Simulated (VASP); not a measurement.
Wanted: the native input for a VASP 6.6.1 run.

```yaml
Task: single point
Functional: LDA
Potentials_or_basis: VASP PAW LDA potentials, release 64 (Ti_sv)
Cutoff: 520 eV
k_mesh: 14 × 14 × 14
Occupations: fermi-dirac, width 0.1 eV
Spin: no spin polarisation
Dipole_correction: no
Further_INCAR_settings: ALGO = Normal; EDIFF = 1e-06; NBANDS = 12
```

The structure of Ti lies in POSCAR:

```
Ti
1.0
    2.4496736403      0.0000000000      0.0000000000
    0.0000000000      2.4496736403      0.0000000000
    0.0000000000      0.0000000000      2.4496736403
Ti
1
Direct
    0.0000000000      0.0000000000      0.0000000000
```

This cell differs from its parent crystal: volume scaled by 0.88.

One way to write it, as run:

INCAR

```
ALGO = Normal
EDIFF = 1E-6
ENCUT = 520
ISIF = 2
ISMEAR = -1
LASPH = T
LCHARG = T
LELF = T
LREAL = F
LVHAR = T
LWAVE = F
NBANDS = 12
NELM = 60
PREC = Accurate
SIGMA = 0.1
```

KPOINTS

```
k-points
0
Gamma
  14 14 14
```

Potentials or basis: VASP PAW LDA potentials, release 64 (Ti_sv).

The run is started by

```console
$ cat potpaw_LDA.64/Ti_sv/POTCAR > POTCAR
$ mpirun -np 1 vasp_std > vasp.out
```

Results of the run:

The pressure is 14.5 GPa and the band gap on the k mesh is zero (band 6 reaches 10.70 eV, above the bottom of band 7 at 7.92 eV).

Wall time 12 s on 1 thread of AMD EPYC 7R13 Processor (Zen 3) (shared host), peak memory 0.1 GiB.
